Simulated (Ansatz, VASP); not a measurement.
# K in VASP and in Ansatz

```
K
1.0
     0.00000    3.45792    3.45792
     3.45792    0.00000    3.45792
     3.45792    3.45792    0.00000
K
1
Direct
  0.00000 0.00000 0.00000
```

Alike in both runs: task single point; functional r2SCAN; k mesh 9 × 9 × 9; occupations fermi-dirac, width 0.1 eV; no spin polarisation.

|  | VASP | Ansatz |
| --- | --- | --- |
| version | VASP 6.6.1 | Ansatz 0.2.0 |
| potentials or method | VASP PAW PBE potentials, release 64 (K_sv), cutoff 520 eV | plane waves (500 eV) with PAW, scalar-relativistic |
| valence electrons in the cell | 9 | 9 |

|  | VASP | Ansatz | Ansatz less VASP |
| --- | --- | --- | --- |
| pressure (GPa) | -0.2 | -0.2 | +0.02 |

VASP's potentials were made for PBE, not for r2SCAN. The functional is the same, so the differences come from potentials, cutoffs and numerics.
